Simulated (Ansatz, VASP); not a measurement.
## One calculation of B, two programs

```
B
1.0
     2.90437    0.00000    0.00000
    -1.45218    2.51525    0.00000
     0.00000    0.00000    2.86043
B
3
Cartesian
  0.0000 0.0000 0.0000
  0.0000 1.6768 1.4302
  1.4522 0.8384 1.4302
```

Alike in both runs: task single point; functional LDA; k mesh 14 × 14 × 13; occupations fermi-dirac, width 0.1 eV; no spin polarisation.

```csv
,VASP,Ansatz
version,VASP 6.6.1,Ansatz 0.2.0
potentials or method,"VASP PAW LDA potentials, release 64 (B), cutoff 520 eV","plane waves (420 eV) with PAW, scalar-relativistic"
valence electrons in the cell,9,9
```

Ansatz gave:

| Property | Result |
| --- | --- |
| pressure (GPa) | -16.4 |
| traceless stress, the component that is largest in VASP (GPa) | 5.79 |

Q: Which values does VASP return?

A: Pressure (GPa): -16.2; traceless stress, the component that is largest in VASP (GPa): 5.69.

Ansatz warns that its potentials were made for another functional, while VASP's fit it. LDA's correlation is that of Perdew and Zunger in VASP and of Perdew and Wang (1992) in Ansatz.
